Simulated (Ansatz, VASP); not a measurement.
## CuO in VASP and in Ansatz

Contents of INCAR:

```
SYSTEM = CuO
ALGO = Normal
EDIFF = 1E-6
ENCUT = 520
GGA = PS
ISIF = 2
ISMEAR = -1
LASPH = .TRUE.
LCHARG = .TRUE.
LDAU = .TRUE.
LDAUJ = 0 0
LDAUL = 2 -1
LDAUPRINT = 1
LDAUTYPE = 2
LDAUU = 4 0
LELF = .TRUE.
LMAXMIX = 4
LREAL = .FALSE.
LVHAR = .TRUE.
LWAVE = .FALSE.
NBANDS = 25
NELM = 150
PREC = Accurate
SIGMA = 0.05
```

KPOINTS

```
k-points
0
G
  10 10 5
  0 0 0
```

Contents of POSCAR:

```
CuO
1.0
    2.3446500000     -1.7134000000      0.0000000000
    2.3446500000      1.7134000000      0.0000000000
   -0.8605543552      0.0000000000      5.0594363927
Cu O
2 2
Direct
    0.4968000000      0.0032000000      0.5000000000
    0.0032000000      0.4968000000      0.0000000000
    0.4056000000      0.5714000000      0.7537000000
    0.5714000000      0.4056000000      0.2537000000
```

The input input.yaml:

```yaml
crystal:
  lattice:
    - [2.34465, -1.7134, 0.0]
    - [2.34465, 1.7134, 0.0]
    - [-0.8605543552, 0.0, 5.0594363927]
  atoms:
    - { symbol: Cu, position: [0.4968, 0.0032, 0.5] }
    - { symbol: Cu, position: [0.0032, 0.4968, 0.0] }
    - { symbol: O, position: [0.4056, 0.5714, 0.7537] }
    - { symbol: O, position: [0.5714, 0.4056, 0.2537] }
hamiltonian:
  xc: pbesol
  pseudopotentials: { kind: paw }
  hubbard: { sites: [{ species: Cu, l: d, u_eff: 4.0 }] }
kpoints:
  mp_grid: { grid: [10, 10, 5] }
  band_path:
    path:
      - [[0.0, 0.0, 0.0], [-0.5, -0.5, 0.0], [-0.5249462874, -0.5249462874, 0.3256415493], [-0.5, -0.5, 0.5], [-0.6336780905, -0.3663219095, 0.5]]
      - [[-0.3663219095, 0.3663219095, 0.5], [0.0, 0.0, 0.5], [-0.4750537126, -0.4750537126, 0.6743584507]]
      - [[-0.5, -0.5, 0.0], [-0.6126314136, -0.3873685864, 0.0]]
      - [[-0.3873685864, 0.3873685864, 0.0], [0.0, 0.0, 0.0], [-0.5, 0.0, 0.0]]
      - [[-0.5, 0.0, 0.5], [0.0, 0.0, 0.0]]
    npoints: 14
scf:
  occupations: { method: fermi_dirac, width: 0.05 }
  n_extra_bands: 10
output:
  forces: true
  stress: true
  eigenvalues: true
  fatbands: true
```

Alike in both runs: functional PBEsol; k mesh 10 × 10 × 5; occupations fermi-dirac, width 0.05 eV; no spin polarisation; Hubbard terms Cu d U = 4.0 eV.

|  | VASP | Ansatz |
| --- | --- | --- |
| version | VASP 6.6.1 | Ansatz 0.2.0 |
| potentials or method | VASP PAW PBE potentials, release 64 (Cu, O) | Ansatz PAW |
| plane-wave cutoff (eV) | 520 | 420 |
| valence electrons in the cell | 34 | 50 |
| task | single point | band structure |

```csv
,VASP,Ansatz,Ansatz less VASP
gap on the k mesh at the Fermi level (eV),none,none,-
pressure (GPa),-5.1,-0.8,+4.28
"traceless stress, the component that is largest in VASP (GPa)",2.06,1.35,-0.705
rms of the force components (eV/Å),0.396,0.443,+0.0469
```

VASP's potentials were made for PBE, not for PBEsol. The programs project onto different local orbitals, so the same U acts differently, and such runs can settle in different states. Atom by atom the forces differ by 0.054 eV/Å (rms over components). A gap of «none» marks a metal or a gap that the smearing closes. VASP's potentials hold 34 valence electrons a cell and Ansatz's 50, so a difference there can come from the potentials and not from the codes.
